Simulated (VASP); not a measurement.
Wanted: the native input for a VASP 6.6.1 run.

- Task: single point
- Functional: PBE
- Potentials or basis: VASP PAW PBE potentials, release 64 (Ca_sv, O)
- Cutoff: 520 eV
- k mesh: 6 × 6 × 6
- Occupations: gaussian, width 0.01 eV
- Spin: no spin polarisation
- Dipole correction: no
- Further INCAR settings: ALGO = Normal; EDIFF = 1e-06; NBANDS = 15

The structure of CaO lies in POSCAR:

```
CaO
1.0
    0.0000000000      2.3975473901      2.3975473901
    2.3975473901      0.0000000000      2.3975473901
    2.3975473901      2.3975473901      0.0000000000
Ca O
1 1
Direct
    0.0000000000      0.0000000000      0.0000000000
    0.5000000000      0.5000000000      0.5000000000
```

These files were run (other wordings do the same):

INCAR

```
PREC = Accurate
ENCUT = 520
EDIFF = 1E-6
ISMEAR = 0
SIGMA = 0.01
LREAL = F
LASPH = T
NELM = 100
ALGO = Normal
ISIF = 2
LWAVE = F
LCHARG = F
GGA = PE
NBANDS = 15
```

KPOINTS

```
Automatic mesh
0
Gamma
  6 6 6
```

Potentials or basis: VASP PAW PBE potentials, release 64 (Ca_sv, O).

Run with:

```console
$ cat potpaw_PBE.64/Ca_sv/POTCAR potpaw_PBE.64/O/POTCAR > POTCAR
$ mpirun -np 1 vasp_std > vasp.out
```

Results of the run:

* Pressure: 3.1 GPa
* Band gap on the k mesh: 3.63 eV (least direct gap 4.01 eV)

Caveat: the cell stands under pressure.

Wall time 4.5 s on 1 thread of Intel(R) Xeon(R) Platinum 8481C CPU @ 2.70GHz (Sapphire Rapids) (shared host), peak memory 0.15 GiB.
